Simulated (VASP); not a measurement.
A run of VASP 6.6.1 is set up as follows.

Contents of INCAR:

```
SYSTEM = TiTe2
ALGO = Normal
EDIFF = 1E-6
ENCUT = 520
GGA = PS
ISIF = 2
ISMEAR = -1
LASPH = .TRUE.
LCHARG = .FALSE.
LREAL = .FALSE.
LWAVE = .FALSE.
NBANDS = 19
NELM = 60
PREC = Accurate
SIGMA = 0.05
```

KPOINTS

```
k-points
0
G
  8 8 4
  0 0 0
```

File POSCAR:

```
TiTe2
1.0
    3.8267030682      0.0000000000      0.0000000000
   -1.9133515341      3.3140220698      0.0000000000
    0.0000000000      0.0000000000      6.5835098060
Te Ti
2 1
Direct
    0.3333333333      0.6666666667      0.7372000000
    0.6666666667      0.3333333333      0.2628000000
    0.0000000000      0.0000000000      0.0000000000
```

Potentials or basis: VASP PAW PBE potentials, release 64 (Te, Ti_sv).

Run with:

```console
$ cat potpaw_PBE.64/Te/POTCAR potpaw_PBE.64/Ti_sv/POTCAR > POTCAR
$ mpirun -np 1 vasp_std > vasp.out
```

(1) Estimate the pressure.

(2) What does it give for the band gap on the k mesh?

Results:

(1) -4.4 GPa.

(2) zero (band 12 reaches 6.60 eV, above the bottom of band 13 at 5.98 eV).

Caveat: the PAW data sets were made with another functional, which shifts forces and pressure a little; spin-orbit coupling is left out, which moves the levels of the heavy elements; this functional lacks dispersion, which binds the layers, so the pressure and a relaxed spacing across them are unreliable.
